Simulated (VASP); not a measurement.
The system is Ni.

```
Ni
1.0
     0.00000    1.71213    1.71213
     1.71213    0.00000    1.71213
     1.71213    1.71213    0.00000
Ni
1
Direct
  0.00000 0.00000 0.00000
```

Program: VASP 6.6.1. Alike in all runs: task single point; level LDA; potentials or basis VASP PAW LDA potentials, release 64 (Ni); spin collinear, ferromagnetic start; cell as given; k mesh 24 × 24 × 24; cutoff (eV) 520; smearing gaussian 0.15 eV.

Task: Order these runs on this cell by their pressure, lowest first.
A. fixed moment (μB) 0.5
B. fixed moment (μB) 1.0
C. fixed moment (μB) 0.75

Result: A (-0.5 GPa), C (1.0 GPa), B (4.3 GPa).

Caveats: the total moment is fixed, so each spin has its own Fermi level.
